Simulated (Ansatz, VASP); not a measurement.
# Two plane-wave programs on ZnS

File INCAR:

```
PREC = Accurate ; ENCUT = 520
EDIFF = 1E-7 ; ISMEAR = 0
SIGMA = 0.05 ; LREAL = False
LASPH = True ; NELM = 80
ALGO = Normal ; ISIF = 2
LWAVE = False ; LCHARG = False
GGA = PE ; NBANDS = 26
```

Contents of KPOINTS:

```
regular mesh
0
Gamma
  9 9 4
```

The input POSCAR:

```
ZnS
1.0
    3.8967046666      0.0000000000      0.0000000000
   -1.9483523333      3.3746452323      0.0000000000
    0.0000000000      0.0000000000      6.3037246812
Zn S
2 2
Direct
    0.3333333333      0.6666666667      0.0052003729
    0.6666666667      0.3333333333      0.5052003729
    0.3333333333      0.6666666667      0.3797996271
    0.6666666667      0.3333333333      0.8797996271
```

Input for Ansatz:

```yaml
crystal:
  lattice:
    - [3.8967046666, 0.0, 0.0]
    - [-1.9483523333, 3.3746452323, 0.0]
    - [0.0, 0.0, 6.3037246812]
  atoms:
    - { symbol: Zn, position: [0.3333333333, 0.6666666667, 0.0052003729] }
    - { symbol: Zn, position: [0.6666666667, 0.3333333333, 0.5052003729] }
    - { symbol: S, position: [0.3333333333, 0.6666666667, 0.3797996271] }
    - { symbol: S, position: [0.6666666667, 0.3333333333, 0.8797996271] }
basis:
  ecutwfc: 520.0
kpoints:
  mp_grid: { grid: [9, 9, 4] }
hamiltonian:
  xc: pbe
scf:
  occupations: { method: gaussian, width: 0.05 }
output:
  forces: true
  stress: true
  eigenvalues: true
```

Change from the starting cell: mode 4 frozen in at +0.000 Å, equal normal strain along x and y +0.0133.

Alike in both runs: task single point; functional PBE; k mesh 9 × 9 × 4; occupations gaussian, width 0.05 eV; no spin polarisation.

|  | VASP | Ansatz |
| --- | --- | --- |
| version | VASP 6.6.1 | Ansatz 0.2.0 |
| potentials or method | VASP PAW PBE potentials, release 64 (Zn, S), cutoff 520 eV | scalar-relativistic, plane waves, PAW |
| valence electrons in the cell | 36 | 36 |

|  | VASP | Ansatz | Ansatz less VASP |
| --- | --- | --- | --- |
| gap on the k mesh at the Fermi level (eV) | 1.99 | 1.99 | -0.001 |
| least direct gap on the mesh (eV) | 1.99 | 1.99 | -0.001 |
| pressure (GPa) | -1.6 | -1.7 | -0.14 |
| traceless stress, the component that is largest in VASP (GPa) | 1.06 | 1.06 | -0.007 |
| rms of the force components (eV/Å) | 0.041 | 0.040 | -0.0004 |

Atom by atom the forces differ by 0.000 eV/Å (rms over components).
